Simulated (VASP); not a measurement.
Input of a VASP 6.6.1 run:

File POSCAR:

```
TiB
1.0
    0.0000000000      2.4742046934      2.4742046934
    2.4742046934      0.0000000000      2.4742046934
    2.4742046934      2.4742046934      0.0000000000
Ti B
1 1
Direct
    0.7500000000      0.7500000000      0.7500000000
    0.0000000000      0.0000000000      0.0000000000
```

The input INCAR.step1:

```
SYSTEM = TiB
PREC     = Accurate       ! precision mode
ENCUT    = 600            ! plane-wave cutoff, eV
ISMEAR   = 0              ! smearing method
SIGMA    = 0.1            ! smearing width, eV
LREAL    = .FALSE.        ! projectors in reciprocal space
LASPH    = .TRUE.         ! aspherical terms in the spheres
NELM     = 80             ! most SCF steps
GGA      = PE             ! functional
ALGO     = Normal         ! electronic algorithm
EDIFF    = 1E-4           ! SCF threshold, eV
LWAVE    = .TRUE.         ! write WAVECAR
LCHARG   = .FALSE.        ! write CHGCAR
```

The input INCAR.step2:

```
SYSTEM = TiB
PREC     = Accurate       ! precision mode
ENCUT    = 600            ! plane-wave cutoff, eV
EDIFF    = 1E-6           ! SCF threshold, eV
ISMEAR   = 0              ! smearing method
SIGMA    = 0.1            ! smearing width, eV
LREAL    = .FALSE.        ! projectors in reciprocal space
LASPH    = .TRUE.         ! aspherical terms in the spheres
NELM     = 80             ! most SCF steps
ALGO     = Normal         ! electronic algorithm
ISIF     = 3              ! what is computed and relaxed
LWAVE    = .FALSE.        ! write WAVECAR
LCHARG   = .FALSE.        ! write CHGCAR
METAGGA  = R2SCAN         ! meta-GGA
LMIXTAU  = .TRUE.       
IBRION   = 2              ! ionic algorithm
NSW      = 100            ! ionic steps
EDIFFG   = -0.005         ! ionic threshold
ISTART   = 1
```

KPOINTS

```
Automatic mesh
0
G
  14 14 14
  0 0 0
```

Potentials or basis: VASP PAW PBE potentials, release 64 (Ti_sv, B).

Run with:

```bash
$ cat potpaw_PBE.64/Ti_sv/POTCAR potpaw_PBE.64/B/POTCAR > POTCAR
$ cp INCAR.step1 INCAR
$ mpirun -np 1 vasp_std > vasp.out
$ cp INCAR.step2 INCAR
$ mpirun -np 1 vasp_std > vasp.out
```

Task: Estimate the relaxed volume.

Result: 15.23 Å³/atom.

Task: Estimate the relaxed cell.

Result: a = 3.506 Å, b = 3.506 Å, c = 3.506 Å, α = 60.00°, β = 60.00°, γ = 60.00°.

Task: Estimate the space group after relaxing (to 0.05 Å).

Result: F-43m (No. 216).

Final structure:
```
Ti B
1.0
     0.00000    2.47878    2.47878
     2.47878    0.00000    2.47878
     2.47878    2.47878    0.00000
Ti B
1 1
Direct
  0.75000 0.75000 0.75000
  0.00000 0.00000 0.00000
```

Caveat: the PAW data sets were made with another functional, which shifts forces and pressure a little. Zero-point motion and thermal expansion aren't in these numbers.
